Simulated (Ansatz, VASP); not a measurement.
One calculation of ZnO, two programs

```
Zn O
1.0
     3.38661    0.00000    0.00000
    -1.69330    2.93289    0.00000
     0.00000    0.00000    7.34435
Zn O
2 2
Cartesian
  0.0000 0.0000 5.5083
  0.0000 0.0000 1.8361
  0.0000 1.9553 1.8361
  1.6933 0.9776 5.5083
```

Change from the starting cell: strain +0.030 along x and y, +0.030 along z, atoms carried along.

Alike in both runs: task single point; functional PBEsol; k mesh 9 × 9 × 4; occupations gaussian, width 0.05 eV; no spin polarisation.

```csv
,VASP,Ansatz
version,VASP 6.6.1,Ansatz 0.2.0
potentials or method,"VASP PAW PBE potentials, release 64 (Zn, O), cutoff 520 eV","scalar-relativistic, plane waves, PAW"
valence electrons in the cell,36,36
```

```csv
,VASP,Ansatz,Ansatz less VASP
gap on the k mesh at the Fermi level (eV),0.74,0.75,+0.005
least direct gap on the mesh (eV),0.74,0.75,+0.005
pressure (GPa),-9.8,-10.3,-0.46
"traceless stress, the component that is largest in VASP (GPa)",9.00,9.55,+0.553
```

VASP's potentials were made for PBE, not for PBEsol. The functional is the same, so the differences come from potentials, cutoffs and numerics.
